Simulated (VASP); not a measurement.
Wanted: the native input for a VASP 6.6.1 run.

```yaml
Task: single point
Functional: PBE
Potentials_or_basis: VASP PAW PBE potentials, release 64 (Sn_d, Se)
Cutoff: 500 eV
k_mesh: 3 × 3 × 3
Occupations: gaussian, width 0.2 eV
Spin: no spin polarisation
Dipole_correction: no
Further_INCAR_settings: ALGO = Normal; EDIFF = 1e-06; NBANDS = 46
```

The structure of Sn4Se3 lies in POSCAR:

```
Sn4Se3
1.0
    5.9815800274      0.0000000000      0.0000000000
    0.0000000000      5.9815800274      0.0000000000
    0.0000000000      0.0000000000      5.9815800274
Sn Se
4 3
Direct
    0.0000000000      0.5000000000      0.5000000000
    0.5000000000      0.0000000000      0.5000000000
    0.5000000000      0.5000000000      0.0000000000
    0.0000000000      0.0000000000      0.0000000000
    0.5000000000      0.0000000000      0.0000000000
    0.0000000000      0.5000000000      0.0000000000
    0.0000000000      0.0000000000      0.5000000000
```

The cell was built from a structure type or drawn by symmetry, and may not be a known phase.

These files were run (other wordings do the same):

INCAR

```
PREC     = Accurate       # precision mode
ENCUT    = 500            # plane-wave cutoff, eV
EDIFF    = 1E-6           # SCF threshold, eV
ISMEAR   = 0              # smearing method
SIGMA    = 0.2            # smearing width, eV
LREAL    = F              # projectors in reciprocal space
LASPH    = T              # aspherical terms in the spheres
NELM     = 120            # most SCF steps
ALGO     = Normal         # electronic algorithm
ISIF     = 2              # what is computed and relaxed
LWAVE    = F              # write WAVECAR
LCHARG   = T              # write CHGCAR
GGA      = PE             # functional
LELF     = T              # ELF
LVHAR    = T            
NBANDS   = 46             # bands
GGA_COMPAT= F
```

KPOINTS

```
Automatic mesh
0
Gamma
  3 3 3
```

Potentials or basis: VASP PAW PBE potentials, release 64 (Sn_d, Se).

Run with:

```console
$ cat potpaw_PBE.64/Sn_d/POTCAR potpaw_PBE.64/Se/POTCAR > POTCAR
$ mpirun -np 1 vasp_std > vasp.out
```

It gave:

```yaml
Pressure: -0.7 GPa
Band_gap_on_the_k_mesh: zero (bands 37 and 38 overlap by 1.05 eV)
```

Caveat: spin-orbit coupling is left out, which moves the levels of the heavy elements.

Run time: 32 s on 1 thread of AMD EPYC 9R45 96-Core Processor (Zen 5), on a shared host, peak memory 0.28 GiB.
